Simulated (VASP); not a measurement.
La:

```
La
1.0
     3.82355    0.00000    0.00000
    -1.91177    3.31129    0.00000
     0.00000    0.00000    6.18905
La
2
Cartesian
  1.9118 1.1038 4.6418
  0.0000 2.2075 1.5473
```

This cell differs from its parent crystal: volume scaled by 1.06.

Base run:

* Program: VASP 6.6.1
* Functional: PBEsol
* Potentials or basis: VASP PAW PBE potentials, release 64 (La)
* Cutoff: 520 eV
* k mesh: 8 × 8 × 5
* Occupations: fermi-dirac, width 0.05 eV
* Spin: no spin polarisation

Its results: band gap on the k mesh zero (band 11 reaches 8.30 eV, above the bottom of band 12 at 7.06 eV); pressure -2.7 GPa.

**Question.** The run is repeated on the same cell with these changes: functional from PBEsol to r2SCAN. What comes out?

**Answer.** Band gap on the k mesh zero (band 11 reaches 8.75 eV, above the bottom of band 12 at 7.26 eV); pressure -0.5 GPa.

Caveats: the PAW data sets were made with another functional, which shifts forces and pressure a little; spin-orbit coupling is left out, which moves the levels of the heavy elements.
